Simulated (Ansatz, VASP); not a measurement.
Pb in VASP and in Ansatz

POSCAR

```
Pb
1.0
    0.0000000000      2.3537226292      2.3537226292
    2.3537226292      0.0000000000      2.3537226292
    2.3537226292      2.3537226292      0.0000000000
Pb
1
Direct
    0.0000000000      0.0000000000      0.0000000000
```

File INCAR.step1:

```
SYSTEM = Pb
PREC = Accurate
ENCUT = 520
ISMEAR = 0
SIGMA = 0.05
LREAL = .FALSE.
LASPH = .TRUE.
NELM = 80
NBANDS = 13
GGA = PE
ALGO = Normal
EDIFF = 1E-4
LWAVE = .TRUE.
LCHARG = .FALSE.
```

Contents of INCAR.step2:

```
SYSTEM = Pb
PREC = Accurate
ENCUT = 520
EDIFF = 1E-6
ISMEAR = 0
SIGMA = 0.05
LREAL = .FALSE.
LASPH = .TRUE.
NELM = 80
ALGO = Normal
ISIF = 2
LWAVE = .FALSE.
LCHARG = .FALSE.
METAGGA = R2SCAN
LMIXTAU = .TRUE.
NBANDS = 13
ISTART = 1
```

KPOINTS

```
Automatic mesh
0
G
  16 16 16
  0 0 0
```

Input for Ansatz:

```yaml
crystal:
  lattice:
    - [0.0, 2.3537226292, 2.3537226292]
    - [2.3537226292, 0.0, 2.3537226292]
    - [2.3537226292, 2.3537226292, 0.0]
  atoms:
    - { symbol: Pb, position: [0.0, 0.0, 0.0] }
basis:
  ecutwfc: 500
  ecutrho_ratio: 4
kpoints:
  mp_grid: { grid: [16, 16, 16] }
hamiltonian:
  xc: r2scan
scf:
  occupations: { method: gaussian, width: 0.05 }
output:
  forces: true
  stress: true
  eigenvalues: true
```

Alike in both runs: task single point; functional r2SCAN; k mesh 16 × 16 × 16; occupations gaussian, width 0.05 eV; no spin polarisation.

```csv
,VASP,Ansatz
version,VASP 6.6.1,Ansatz 0.2.0
potentials or method,"VASP PAW PBE potentials, release 64 (Pb_d), cutoff 520 eV","scalar-relativistic, plane waves, PAW"
valence electrons in the cell,14,14
```

```tsv
	VASP	Ansatz	Ansatz less VASP
gap on the k mesh at the Fermi level (eV)	none	none	-
pressure (GPa)	12.2	12.1	-0.05
```

VASP's potentials were made for PBE, not for r2SCAN. A gap of «none» marks a metal or a gap that the smearing closes.

Neither program's run includes spin-orbit coupling.
